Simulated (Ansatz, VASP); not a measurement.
**One calculation of Nb, two programs**

```
Nb
1.0
     0.00000    2.05155    2.11500
     2.05155    0.00000    2.11500
     2.05155    2.05155    0.00000
Nb
1
Direct
  0.00000 0.00000 0.00000
```

Change from the starting cell: equal xx and yy strain of -3 %.

Alike in both runs: task single point; functional PBEsol; k mesh 13 × 13 × 13; occupations fermi-dirac, width 0.08 eV; no spin polarisation.

```csv
,VASP,Ansatz
version,VASP 6.6.1,Ansatz 0.2.0
potentials or method,"VASP PAW PBE potentials, release 64 (Nb_sv), cutoff 520 eV","all-electron LAPW, scalar-relativistic"
```

```tsv
	VASP	Ansatz	Ansatz less VASP
pressure (GPa)	3.1	3.4	+0.29
traceless stress, the component that is largest in VASP (GPa)	5.83	5.87	+0.043
```

VASP's potentials were made for PBE, not for PBEsol. Ansatz ran all-electron here, and VASP with PAW potentials.
